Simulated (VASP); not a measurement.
# CdI2: electric field gradients with PBE

Crystal: CdI2.

```xyz
12
Lattice="4.2862 0.0000 0.0000 -2.1431 3.7120 0.0000 0.0000 0.0000 29.1070" Properties=species:S:1:pos:R:3 pbc="T T T"
Cd    0.0000    0.0000    0.0000
Cd    2.1431    1.2373   21.8287
Cd    0.0000    2.4747    7.2783
Cd    0.0000    0.0000   14.5535
I     0.0000    0.0000    8.9990
I     2.1431    1.2373   12.8390
I     0.0000    0.0000   20.1080
I     0.0000    2.4747   16.2680
I     0.0000    2.4747   23.5514
I     2.1431    1.2373   27.3927
I     2.1431    1.2373    5.5555
I     0.0000    2.4747    1.7143
```

- Program: VASP 6.6.1
- Task: electric field gradients
- Functional: PBE
- Potentials or basis: VASP PAW PBE potentials, release 64 (Cd, I)
- Cutoff: 400 eV
- k mesh: 8 × 8 × 1
- Occupations: fermi-dirac, width 0.025 eV
- Spin: no spin polarisation
- Dipole correction: no
- Further INCAR settings: ALGO = Normal; EDIFF = 1e-08; NBANDS = 64

- Pressure: 0.6 GPa
- Largest force: 0.101 eV/Å
- Band gap on the k mesh: 2.33 eV (least direct gap 2.48 eV)
- Largest electric field gradient by atom: Cd +2.5, +1.9, +2.6 (each value once); I -58.2, -63.5, -61.5 (each value once) V/Å²

Forces on the atoms (eV/Å):
```
Cd   0.000  0.000  0.000
Cd   0.000  0.000  0.006
Cd   0.000  0.000 -0.006
Cd   0.000  0.000  0.000
I    0.000  0.000  0.067
I    0.000  0.000 -0.098
I    0.000  0.000 -0.067
I    0.000  0.000  0.098
I    0.000  0.000  0.062
I    0.000  0.000 -0.101
I    0.000  0.000 -0.062
I    0.000  0.000  0.101
```

Stress tensor (GPa, compression positive):
```
0.67 0.00 0.00
0.00 0.67 0.00
0.00 0.00 0.53
```

Levels at points of the mesh, in eV from the valence-band top:
| k point | band 50 | band 51 | band 52 | band 53 | band 54 | band 55 |
| --- | --- | --- | --- | --- | --- | --- |
| (0.00, 0.00, 0.00) | -0.05 | -0.02 | -0.02 | 2.46 | 2.92 | 2.93 |
| (0.50, 0.00, 0.00) | -0.23 | -0.23 | -0.16 | 2.33 | 2.43 | 2.47 |

Electric field gradients, principal values (V/Å²):
| atom | least | middle | greatest (by size) |
| --- | --- | --- | --- |
| 1 Cd | -1.258 | -1.259 | 2.517 |
| 2 Cd | -0.971 | -0.977 | 1.948 |
| 3 Cd | -0.971 | -0.977 | 1.948 |
| 4 Cd | -1.315 | -1.316 | 2.631 |
| 5 I | 29.119 | 29.121 | -58.240 |
| 6 I | 31.741 | 31.741 | -63.482 |
| 7 I | 29.119 | 29.121 | -58.240 |
| 8 I | 31.741 | 31.741 | -63.482 |
| 9 I | 29.098 | 29.098 | -58.196 |
| 10 I | 30.762 | 30.762 | -61.525 |
| 11 I | 29.098 | 29.098 | -58.196 |
| 12 I | 30.762 | 30.762 | -61.525 |

Run time: 5.1 min on 1 thread of AMD EPYC 7R13 Processor (Zen 3), with other jobs on the host, peak memory 0.41 GiB.

Caveat: without QUAD_EFG the Cq values of the log hold for a quadrupole moment of 1 mb, not for the nuclei; spin-orbit coupling is left out, which moves the levels of the heavy elements; this functional lacks dispersion, which binds layers or chains, so the pressure and a relaxed spacing across them are unreliable. A k mesh can miss the band edges.
